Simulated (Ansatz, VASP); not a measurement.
## H: VASP beside Ansatz

INCAR

```
PREC = Accurate ; ENCUT = 500
EDIFF = 1E-6 ; ISMEAR = 0
SIGMA = 0.1 ; LREAL = False
LASPH = True ; NELM = 200
ALGO = Normal ; ISIF = 2
LWAVE = False ; LCHARG = False
ISPIN = 2 ; MAGMOM = 1.03 1.03
LORBIT = 11 ; GGA = PE
NBANDS = 12 ; GGA_COMPAT = False
```

File KPOINTS:

```
Automatic mesh
0
Gamma
  3 3 4
```

POSCAR

```
H
1.0
    5.1702470185      0.0000000000      0.0000000000
   -2.5851235093      4.4775652619      0.0000000000
    0.0000000000      0.0000000000      3.8495250000
H
2
Direct
    0.7613333333      1.3466666667      0.6360000000
    1.0946666667      1.0133333333      1.1360000000
```

Input for Ansatz:

```yaml
crystal:
  lattice:
    - [5.1702470185, 0.0, 0.0]
    - [-2.5851235093, 4.4775652619, 0.0]
    - [0.0, 0.0, 3.849525]
  atoms:
    - { symbol: H, position: [0.7613333333, 1.3466666667, 0.636], spin: 1.03 }
    - { symbol: H, position: [1.0946666667, 1.0133333333, 1.136], spin: 1.03 }
basis:
  ecutwfc: 420
kpoints:
  mp_grid: { grid: [3, 3, 4] }
hamiltonian:
  xc: pbe
scf:
  occupations: { method: gaussian, width: 0.1 }
  lower_state_search: "off"
  max_iter: 30
  convergence: { dr2_threshold: "1e-8 eV" }
output:
  forces: true
  stress: true
  eigenvalues: true
  populations: true
magnetization:
  spin_polarized: true
```

Alike in both runs: task single point; functional PBE; k mesh 3 × 3 × 4; occupations gaussian, width 0.1 eV; collinear spin.

|  | VASP | Ansatz |
| --- | --- | --- |
| version | VASP 6.6.1 | Ansatz 0.2.0 |
| potentials or method | VASP PAW PBE potentials, release 64 (H), cutoff 500 eV | scalar-relativistic, plane waves, PAW |
| valence electrons in the cell | 2 | 2 |

Ansatz gave:

| Item | Value |
| --- | --- |
| gap on the k mesh at the Fermi level (eV) | 6.61 |
| least direct gap on the mesh (eV) | 7.32 |
| pressure (GPa) | 0.1 |
| net moment per atom (μB) | 1.00 |
| size of the moment on the site where the two differ most (μB) | 0.94 |

Q: Estimate VASP's values.

A: gap on the k mesh at the Fermi level (eV): 6.61; least direct gap on the mesh (eV): 7.32; pressure (GPa): 0.1; net moment per atom (μB): 1.00; size of the moment on the site where the two differ most (μB): 0.38.

Site moments also hang on the region over which each program counts them. Ansatz's warnings: nearly empty spin channel levels not settled, published levels not confirmed, stability check not made, stress scf threshold loose.

The k mesh is coarse, so the values compare programs but aren't converged.
